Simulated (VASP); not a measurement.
Set up this calculation in VASP 6.6.1, as the native input.

| Item | Value |
| --- | --- |
| Task | single point |
| Functional | LDA |
| Potentials or basis | VASP PAW LDA potentials, release 64 (Te, Sn_d) |
| Cutoff | 520 eV |
| k mesh | 7 × 7 × 7 |
| Occupations | fermi-dirac, width 0.05 eV |
| Spin | no spin polarisation |
| Dipole correction | no |
| Further INCAR settings | ALGO = Normal; EDIFF = 1e-06; NBANDS = 17 |

The structure of SnTe lies in POSCAR:

```
SnTe
1.0
    0.0000000000      3.6111460000      3.6111460000
    3.6111460000      0.0000000000      3.6111460000
    3.6111460000      3.6111460000      0.0000000000
Te Sn
1 1
Direct
    0.2500000000      0.2500000000      0.2500000000
    0.0000000000      0.0000000000      0.0000000000
```

These files were run (other wordings do the same):

INCAR

```
SYSTEM = SnTe
PREC = Accurate ; ENCUT = 520
EDIFF = 1E-6 ; ISMEAR = -1
SIGMA = 0.05 ; LREAL = .False.
LASPH = .True. ; NELM = 60
ALGO = Normal ; ISIF = 2
LWAVE = .False. ; LCHARG = .False.
GGA = CA ; NBANDS = 17
```

KPOINTS

```
regular mesh
0
Gamma
  7 7 7
  0 0 0
```

Potentials or basis: VASP PAW LDA potentials, release 64 (Te, Sn_d).

Command:

```console
$ cat potpaw_LDA.64/Te/POTCAR potpaw_LDA.64/Sn_d/POTCAR > POTCAR
$ mpirun -np 1 vasp_std > vasp.out
```

It gave:

```json
{"Pressure": "-2.2 GPa", "Band gap on the k mesh": "0.25 eV, indirect (least direct gap 0.75 eV)"}
```

Caveat: spin-orbit coupling is left out, which moves the levels of the heavy elements.

Run time: 13 s on 1 thread of Intel(R) Xeon(R) 6975P-C (Granite Rapids), with other jobs on the host, peak memory 0.21 GiB.
